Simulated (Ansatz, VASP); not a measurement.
K in VASP and in Ansatz

```
K
1.0
     4.61460    0.00000    0.00000
    -2.30730    3.99636    0.00000
     0.00000    0.00000   15.31242
K
4
Direct
  0.00000 0.00000 0.00000
  0.33333 0.66667 0.75000
  0.00000 0.00000 0.50000
  0.66667 0.33333 0.25000
```

Change from the starting cell: strain along c alone, the other axes held, atoms relaxed: +2.0 %.

Alike in both runs: task single point; functional PBE; dispersion D3(BJ); k mesh 12 × 12 × 4; occupations gaussian, width 0.1 eV; no spin polarisation.

|  | VASP | Ansatz |
| --- | --- | --- |
| version | VASP 6.6.1 | Ansatz 0.2.0 |
| potentials or method | VASP PAW PBE potentials, release 64 (K_sv), cutoff 520 eV | scalar-relativistic, plane waves, PAW |
| valence electrons in the cell | 36 | 36 |

|  | VASP | Ansatz | Ansatz less VASP |
| --- | --- | --- | --- |
| gap on the k mesh at the Fermi level (eV) | none | none | - |
| pressure (GPa) | -0.1 | -0.1 | +0.01 |
| traceless stress, the component that is largest in VASP (GPa) | -0.09 | -0.09 | 0.000 |

A gap of «none» marks a metal or a gap that the smearing closes.
